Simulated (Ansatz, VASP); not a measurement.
# Two plane-wave programs on ZnS

The input INCAR:

```
SYSTEM = ZnS
PREC = Accurate ; ENCUT = 520
EDIFF = 1E-6 ; ISMEAR = -1
SIGMA = 0.05 ; LREAL = .False.
LASPH = .True. ; NELM = 100
ALGO = Normal ; ISIF = 2
LWAVE = .False. ; LCHARG = .False.
GGA = RP ; IVDW = 13
NBANDS = 26
```

The input KPOINTS:

```
Automatic mesh
0
Gamma
  8 8 5
  0 0 0
```

The input POSCAR:

```
ZnS
1.0
    3.7332026603      0.0000000000      0.0000000000
   -1.8666013302      3.2330483413      0.0000000000
    0.0000000000      0.0000000000      6.1067398017
Zn S
2 2
Direct
    0.6666666667      0.3333333333      0.5000000000
    0.3333333333      0.6666666667      0.0000000000
    0.6666666667      0.3333333333      0.8850000000
    0.3333333333      0.6666666667      0.3850000000
```

Contents of input.yaml:

```yaml
crystal:
  lattice:
    - [3.7332026603, 0.0, 0.0]
    - [-1.8666013302, 3.2330483413, 0.0]
    - [0.0, 0.0, 6.1067398017]
  atoms:
    - { symbol: Zn, position: [0.6666666667, 0.3333333333, 0.5] }
    - { symbol: Zn, position: [0.3333333333, 0.6666666667, 0.0] }
    - { symbol: S, position: [0.6666666667, 0.3333333333, 0.885] }
    - { symbol: S, position: [0.3333333333, 0.6666666667, 0.385] }
hamiltonian:
  xc: rpbe
  pseudopotentials: { kind: paw }
  dispersion: d4
kpoints:
  mp_grid: { grid: [8, 8, 5] }
scf:
  occupations: { method: fermi_dirac, width: 0.05 }
output:
  forces: true
  stress: true
  eigenvalues: true
```

Alike in both runs: task single point; functional RPBE; dispersion D4; k mesh 8 × 8 × 5; occupations fermi-dirac, width 0.05 eV; no spin polarisation.

|  | VASP | Ansatz |
| --- | --- | --- |
| version | VASP 6.6.1 | Ansatz 0.2.0 |
| potentials or method | VASP PAW PBE potentials, release 64 (Zn, S) | Ansatz PAW |
| plane-wave cutoff (eV) | 520 | 420 |
| valence electrons in the cell | 36 | 36 |

VASP gave:

```
gap on the k mesh at the Fermi level (eV)                     : 2.71
least direct gap on the mesh (eV)                             : 2.71
pressure (GPa)                                                : 4.2
traceless stress, the component that is largest in VASP (GPa) : -2.25
rms of the force components (eV/Å)                            : 0.236
```

**Question.** Estimate Ansatz's values.

**Answer.** gap on the k mesh at the Fermi level (eV): 2.71; least direct gap on the mesh (eV): 2.71; pressure (GPa): 4.0; traceless stress, the component that is largest in VASP (GPa): -2.23; rms of the force components (eV/Å): 0.233.

VASP's potentials were made for PBE, not for RPBE. Atom by atom the forces differ by 0.003 eV/Å (rms over components).

Noted on Ansatz's run: odd divisions of the mesh miss points on the zone boundary, where band edges often lie, so the gap on the mesh can be too wide.
